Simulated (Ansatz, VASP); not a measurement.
## One calculation of Ta, two programs

```
Ta
1.0
    -1.78338    1.78338    1.78338
     1.78338   -1.78338    1.78338
     1.78338    1.78338   -1.78338
Ta
1
Direct
  0.00000 0.00000 0.00000
```

Change from the starting cell: strain +0.080 along x and y, +0.080 along z, atoms carried along.

Alike in both runs: task single point; functional PBEsol; k mesh 20 × 20 × 20; occupations gaussian, width 0.15 eV; no spin polarisation.

```csv
,VASP,Ansatz
version,VASP 6.6.1,Ansatz 0.2.0
potentials or method,"VASP PAW PBE potentials, release 64 (Ta_pv), cutoff 520 eV","scalar-relativistic, plane waves, PAW"
valence electrons in the cell,11,13
```

|  | VASP | Ansatz | Ansatz less VASP |
| --- | --- | --- | --- |
| gap on the k mesh at the Fermi level (eV) | none | none | - |
| pressure (GPa) | -32.1 | -32.1 | +0.04 |

VASP's potentials were made for PBE, not for PBEsol. A gap of «none» marks a metal or a gap that the smearing closes. Both programs put the cell under strong tension, so it lies far from rest at this level. VASP's potentials hold 11 valence electrons a cell and Ansatz's 13, so a difference there can come from the potentials and not from the codes.

Spin-orbit coupling is off throughout. Noted on VASP's run: the cell as given lies far from equilibrium.
